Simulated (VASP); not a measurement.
# LiSb3 (Pm-3m) in VASP: further runs, part 2 of 2

VASP 6.6.1. The steps go on from the part before.

### 3 Single point, PBE+D3(BJ)

This run uses another cell than the first one, of 27.69 Å³/atom, 1.038 times its volume.

Contents of INCAR:

```
SYSTEM = LiSb3
PREC = Accurate
ENCUT = 520
EDIFF = 1E-7
ISMEAR = -1
SIGMA = 0.1
LREAL = .False.
LASPH = .True.
NELM = 80
ALGO = Normal
ISIF = 2
LWAVE = .False.
LCHARG = .True.
GGA = PE
IVDW = 12
LELF = .True.
LVHAR = .True.
NBANDS = 17
```

Contents of KPOINTS:

```
Automatic mesh
0
Gamma
  4 4 4
  0 0 0
```

Contents of POSCAR:

```
LiSb3
1.0
    4.8026589635      0.0000000000      0.0000000000
    0.0000000000      4.8026589635      0.0000000000
    0.0000000000      0.0000000000      4.8026589635
Li Sb
1 3
Direct
    0.0000000000      0.0000000000      0.0000000000
    0.5000000000      0.0000000000      0.5000000000
    0.0000000000      0.5000000000      0.5000000000
    0.5000000000      0.5000000000      0.0000000000
```

Potentials or basis: VASP PAW PBE potentials, release 64 (Li_sv, Sb).

The run is started by

```bash
$ cat potpaw_PBE.64/Li_sv/POTCAR potpaw_PBE.64/Sb/POTCAR > POTCAR
$ mpirun -np 1 vasp_std > vasp.out
```

OUTCAR:

```text
SYSTEM = LiSb3
   PREC = Accurate
   ENCUT = 520
   EDIFF = 1E-7
   ISMEAR = -1
   LREAL = .False.
   LASPH = .True.
   NELM = 80
   ISIF = 2
   GGA = PE
   IVDW = 12
 IVDW          = 12

 ion  position               nearest neighbor table
   1  0.000  0.000  0.000-
   2  0.500  0.000  0.500-   3 3.40   4 3.40   4 3.40   3 3.40   4 3.40   4 3.40   3 3.40   3 3.40

   3  0.000  0.500  0.500-   2 3.40   4 3.40   4 3.40   2 3.40   2 3.40   4 3.40   4 3.40   2 3.40

[... 386 lines left out ...]

  FORCE on cell =-STRESS in cart. coord.  units (eV):
  Direction    XX          YY          ZZ          XY          YZ          ZX
  --------------------------------------------------------------------------------------
  -------------------------------------------------------------------------------------
  Total      -3.59849    -3.59849    -3.59849    -0.00000    -0.00000     0.00000
  in kB     -52.04586   -52.04586   -52.04586    -0.00000    -0.00000     0.00000
  external pressure =      -52.05 kB  Pullay stress =        0.00 kB

 VOLUME and BASIS-vectors are now :
 -----------------------------------------------------------------------------
  energy-cutoff  :      520.00
  volume of cell :      110.78
      direct lattice vectors                 reciprocal lattice vectors
     4.802658963  0.000000000  0.000000000     0.208217991  0.000000000  0.000000000
     0.000000000  4.802658963  0.000000000     0.000000000  0.208217991  0.000000000
     0.000000000  0.000000000  4.802658963     0.000000000  0.000000000  0.208217991

 POSITION                                       TOTAL-FORCE (eV/Angst)
 -----------------------------------------------------------------------------------
      0.00000      0.00000      0.00000         0.000000      0.000000      0.000000
      2.40133      0.00000      2.40133         0.000000      0.000000      0.000000
      0.00000      2.40133      2.40133         0.000000      0.000000      0.000000
      2.40133      2.40133      0.00000         0.000000      0.000000      0.000000
 -----------------------------------------------------------------------------------
    total drift:                               -0.000000      0.000000      0.000000

  FREE ENERGIE OF THE ION-ELECTRON SYSTEM (eV)
  ---------------------------------------------------
  free  energy   TOTEN  =       -15.9255226564 eV

  energy  without entropy=      -15.8032822995  energy(sigma->0) =      -15.86440248
```

OSZICAR:

```text
N       E                     dE             d eps       ncg     rms          rms(c)
DAV:   1     0.659205346708E+02    0.65921E+02   -0.55788E+03   340   0.888E+02
DAV:   2    -0.953852180901E+01   -0.75459E+02   -0.71804E+02   455   0.153E+02
DAV:   3    -0.142263596130E+02   -0.46878E+01   -0.46384E+01   441   0.375E+01
DAV:   4    -0.144183582369E+02   -0.19200E+00   -0.19168E+00   565   0.670E+00
DAV:   5    -0.144206366268E+02   -0.22784E-02   -0.22781E-02   450   0.734E-01    0.291E+00
DAV:   6    -0.143979456826E+02    0.22691E-01   -0.19180E-02   405   0.721E-01    0.168E+00
DAV:   7    -0.143929845145E+02    0.49612E-02   -0.22218E-02   388   0.767E-01    0.113E-01
DAV:   8    -0.143926474270E+02    0.33709E-03   -0.27757E-03   478   0.292E-01    0.458E-02
DAV:   9    -0.143926551292E+02   -0.77022E-05   -0.17632E-04   471   0.813E-02    0.357E-02
DAV:  10    -0.143926511935E+02    0.39357E-05   -0.15991E-05   482   0.200E-02    0.499E-03
DAV:  11    -0.143926492991E+02    0.18944E-05   -0.33508E-07   446   0.337E-03    0.283E-03
DAV:  12    -0.143926494887E+02   -0.18956E-06   -0.89325E-08   371   0.193E-03    0.193E-04
DAV:  13    -0.143926495455E+02   -0.56813E-07   -0.79287E-09   203   0.562E-04
   1 F= -.15925523E+02 E0= -.15864402E+02  d E =-.122240E+00
```

stdout:

```text
POSCAR found type information on POSCAR LiSb
 POSCAR found :  2 types and       4 ions
 scaLAPACK will be used
 LDA part: xc-table for (Slater+PW92), standard interpolation
 POSCAR, INCAR and KPOINTS ok, starting setup
 FFT: planning ... GRIDC
 FFT: planning ... GRID_SOFT
 FFT: planning ... GRID
 WAVECAR not read
 entering main loop
```

Run time: 18 s. Hardware: 1 thread of AMD EPYC 7R13 (Zen 3), shared host; peak memory 0.18 GiB.

What came out:

| Item | Value |
| --- | --- |
| Free energy | -15.9255 eV |
| Band gap on the k mesh | zero (band 9 reaches 7.46 eV, above the bottom of band 10 at 5.15 eV) |
| Dispersion energy per atom | -0.383 eV |

Levels at points of the mesh, in eV from the Fermi level:
```csv
k point,band 7,band 8,band 9,band 10,band 11,band 12
"(0.00, 0.00, 0.00)",-3.71,0.89,0.89,0.89,1.10,2.62
"(0.50, 0.00, 0.00)",-1.23,-1.23,-1.17,-0.72,-0.46,2.46
"(0.50, 0.50, 0.00)",-1.12,-0.78,-0.78,-0.78,-0.78,3.07
"(0.50, 0.50, 0.50)",-4.12,-4.12,0.77,3.70,3.70,4.02
```

Caveat: the cutoff is under 1.25 times the usual one of these potentials, so pressure, stress and relaxed cells hold a basis-set (Pulay) error; three body term missing; spin-orbit coupling is left out, which moves the levels of the heavy elements; pairwise dispersion overbinds metals, which lowers pressure and volume.

### 4 Single point, PBE+D3(BJ)

This run uses another cell than the first one, of 28.72 Å³/atom, 1.077 times its volume.

Contents of INCAR:

```
SYSTEM = LiSb3
  PREC = Accurate
  ENCUT = 520
  EDIFF = 1E-6
  ISMEAR = -1
  SIGMA = 0.1
  LREAL = .False.
  LASPH = .True.
  NELM = 80
  ALGO = Normal
  ISIF = 2
  LWAVE = .False.
  LCHARG = .False.
  GGA = PE
  IVDW = 12
  NBANDS = 17
```

KPOINTS is that of step 3.

Contents of POSCAR:

```
LiSb3
1.0
    4.8612337481      0.0000000000      0.0000000000
    0.0000000000      4.8612337481      0.0000000000
    0.0000000000      0.0000000000      4.8612337481
Li Sb
1 3
Direct
    0.0000000000      0.0000000000      0.0000000000
    0.5000000000      0.0000000000      0.5000000000
    0.0000000000      0.5000000000      0.5000000000
    0.5000000000      0.5000000000      0.0000000000
```

The run is started by

```bash
$ cat potpaw_PBE.64/Li_sv/POTCAR potpaw_PBE.64/Sb/POTCAR > POTCAR
$ mpirun -np 1 vasp_std > vasp.out
```

Wall time 16 s (1 thread of AMD EPYC 7R13 (Zen 3), shared host); peak memory 0.18 GiB.

The run converged. Its results:

```
Free energy                : -15.7800 eV
Band gap on the k mesh     : zero (band 9 reaches 7.05 eV, above the bottom of band 10 at 4.82 eV)
Dispersion energy per atom : -0.370 eV
```

Levels at points of the mesh, in eV from the Fermi level:
| k point | band 4 | band 5 | band 6 | band 7 | band 8 | band 9 | band 10 | band 11 | band 12 | band 13 |
| --- | --- | --- | --- | --- | --- | --- | --- | --- | --- | --- |
| (0.00, 0.00, 0.00) | -7.26 | -3.55 | -3.55 | -3.55 | 0.85 | 0.85 | 0.85 | 1.17 | 2.56 | 2.56 |
| (0.50, 0.00, 0.00) | -7.09 | -2.53 | -2.53 | -1.20 | -1.16 | -1.16 | -0.66 | -0.42 | 2.37 | 2.37 |
| (0.50, 0.50, 0.00) | -9.04 | -4.18 | -2.24 | -1.04 | -0.78 | -0.78 | -0.73 | -0.73 | 3.11 | 3.34 |
| (0.50, 0.50, 0.50) | -8.71 | -5.21 | -3.94 | -3.94 | -3.94 | 0.83 | 3.54 | 3.54 | 3.83 | 3.83 |

Caveat: the cutoff is under 1.25 times the usual one of these potentials, so pressure, stress and relaxed cells hold a basis-set (Pulay) error; three body term missing; spin-orbit coupling is left out, which moves the levels of the heavy elements; pairwise dispersion overbinds metals, which lowers pressure and volume.

### 5 Overview

```csv
cell,gap on the mesh (eV)
"a = 4.743 Å, 4 atoms",none
"a = 4.803 Å, 4 atoms",none
"a = 4.861 Å, 4 atoms",none
```

Alike in all rows: task single point; level PBE+D3(BJ); potentials or basis VASP PAW PBE potentials, release 64 (Li_sv, Sb); no spin polarisation; k mesh 4 × 4 × 4; cutoff (eV) 520; smearing fermi-dirac 0.1 eV.

Caveats: the cutoff is under 1.25 times the usual one of these potentials, so pressure, stress and relaxed cells hold a basis-set (Pulay) error; three body term missing; spin-orbit coupling is left out, which moves the levels of the heavy elements; pairwise dispersion overbinds metals, which lowers pressure and volume.

Total energies depend on the potentials used, so only differences within one code and one set of settings carry meaning.
